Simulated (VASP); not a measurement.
A run of VASP 6.6.1:

File INCAR:

```
SYSTEM = Rh
ALGO = Normal
EDIFF = 1E-7
ENCUT = 520
ISIF = 2
ISMEAR = -1
LASPH = .TRUE.
LCHARG = .FALSE.
LREAL = .FALSE.
LWAVE = .FALSE.
NBANDS = 14
NELM = 60
PREC = Accurate
SIGMA = 0.2
```

Contents of KPOINTS:

```
k-points
0
G
  14 14 14
  0 0 0
```

The input POSCAR:

```
Rh
1.0
    0.0000000000      1.8776226225      1.8776226225
    1.8776226225      0.0000000000      1.8776226225
    1.8776226225      1.8776226225      0.0000000000
Rh
1
Direct
    0.0000000000      0.0000000000      0.0000000000
```

Potentials or basis: VASP PAW LDA potentials, release 64 (Rh_pv).

Command:

```console
$ cat potpaw_LDA.64/Rh_pv/POTCAR > POTCAR
$ mpirun -np 1 vasp_std > vasp.out
```

Hardware: 1 thread of Intel(R) Xeon(R) 6975P-C (Granite Rapids) (shared host).

Question: How long does it take, and how much memory?

Answer: Wall time 8.7 s on 1 thread of Intel(R) Xeon(R) 6975P-C (Granite Rapids) (shared host), peak memory 0.13 GiB. Counts: scf iterations 11, k points 104.
